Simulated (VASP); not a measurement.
A run of VASP 6.6.1 is set up as follows.

Contents of INCAR:

```
SYSTEM = Pt
PREC = Accurate ; ENCUT = 600
EDIFF = 1E-6 ; ISMEAR = -1
SIGMA = 0.1 ; LREAL = .False.
LASPH = .True. ; NELM = 80
ALGO = Normal ; ISIF = 3
LWAVE = .False. ; LCHARG = .False.
GGA = PE ; IBRION = 2
NSW = 60 ; EDIFFG = -0.005
PSTRESS = 410.0
```

The input KPOINTS:

```
Automatic mesh
0
Gamma
  13 13 13
  0 0 0
```

Contents of POSCAR:

```
Pt
1.0
    0.0000000000      2.5476843253      2.5476843253
    2.5476843253      0.0000000000      2.5476843253
    2.5476843253      2.5476843253      0.0000000000
Pt
2
Direct
   -0.1250000000     -0.1250000000     -0.1250000000
    0.1250000000      0.1250000000      0.1250000000
```

Potentials or basis: VASP PAW PBE potentials, release 64 (Pt).

Command:

```bash
$ cat potpaw_PBE.64/Pt/POTCAR > POTCAR
$ mpirun -np 1 vasp_std > vasp.out
```

(1) What does it give for the relaxed cell?

(2) What does it give for the band gap on the k mesh?

(3) What does it give for the relaxed volume?

Results:

(1) a = 3.808 Å, b = 3.808 Å, c = 3.808 Å, α = 60.00°, β = 60.00°, γ = 60.00°.

(2) zero (band 10 reaches 8.26 eV, above the bottom of band 11 at 7.47 eV).

(3) 19.53 Å³/atom.

Caveat: the cell is relaxed towards a set pressure, so the enthalpy falls and the energy may rise; the volume moved by over 15 % at a fixed basis, so the end points are rough; spin-orbit coupling is left out, which moves the levels of the heavy elements.
